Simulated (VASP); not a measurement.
Crystal: HfB2.

```
Hf B
1.0
     3.14000    0.00000    0.00000
    -1.57000    2.71932    0.00000
     0.00000    0.00000    3.48000
Hf B
1 2
Direct
  0.01327 0.00726 0.01065
  0.68441 0.36544 0.50394
  0.34186 0.67434 0.50516
```

This cell differs from its parent crystal: atoms moved at random.

* Program: VASP 6.6.1
* Task: relaxation of cell and atoms
* Functional: PBEsol
* Dispersion: D4
* Potentials or basis: VASP PAW PBE potentials, release 64 (Hf_pv, B)
* Cutoff: 600 eV
* k mesh: 10 × 10 × 8
* Occupations: gaussian, width 0.1 eV
* Spin: no spin polarisation

At the start: pressure -7.2 GPa; volume 9.90 Å³/atom.

Q: How do energy, volume and symmetry change on relaxing?

A: Over 6 steps the energy falls by 21.7 meV/atom and the volume is 9.61 Å³/atom (-3.0 %); space group P6/mmm (No. 191, to 0.05 Å).

The path:
| step | energy change (eV) | largest force (eV/Å) | pressure (GPa) | volume (Å³) |
| --- | --- | --- | --- | --- |
| 1 | 0.0000 | 1.0980 | -7.19 | 29.71 |
| 2 | -0.0342 | 0.1815 | 10.06 | 27.84 |
| 3 | -0.0579 | 0.3751 | 2.77 | 28.54 |
| 4 | -0.0629 | 0.2250 | -1.35 | 28.96 |
| 5 | -0.0651 | 0.0453 | 0.06 | 28.81 |
| 6 | -0.0651 | 0.0072 | -0.06 | 28.83 |

Final structure:
```xyz
3
Lattice="3.1155 0.0000 -0.0001 -1.5577 2.6979 0.0001 -0.0001 0.0001 3.4295" Properties=species:S:1:pos:R:3 pbc="T T T"
Hf    0.0167    0.0422    0.0226
B     1.5743    0.9419    1.7369
B     0.0166    1.8409    1.7378
```

Caveat: the cell differs from its parent crystal (atoms moved at random); the PAW data sets were made with another functional, which shifts forces and pressure a little; pairwise dispersion overbinds metals, which lowers pressure and volume.
